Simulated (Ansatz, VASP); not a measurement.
# BeS in VASP and in Ansatz

```
Be S
1.0
     0.00000    2.31446    2.31446
     2.31446    0.00000    2.31446
     2.31446    2.31446    0.00000
Be S
1 1
Direct
  0.00000 0.00000 0.00000
  0.50000 0.50000 0.50000
```

Alike in both runs: functional PBE; k mesh 13 × 13 × 13; occupations fermi-dirac, width 0.08 eV; no spin polarisation.

Ansatz relaxed the structure, and its values are those at the end. VASP's run is a single point on that final structure, the one shown.

```csv
,VASP,Ansatz
version,VASP 6.6.1,Ansatz 0.2.0
potentials or method,"VASP PAW PBE potentials, release 64 (Be, S)","PAW with Ansatz's default frozen-core files, scalar-relativistic"
plane-wave cutoff (eV),520,420
valence electrons in the cell,8,8
```

VASP gave:

```
pressure (GPa) : -0.1
```

Task: What did Ansatz give for the same quantities?

Result: Pressure (GPa): 0.0.
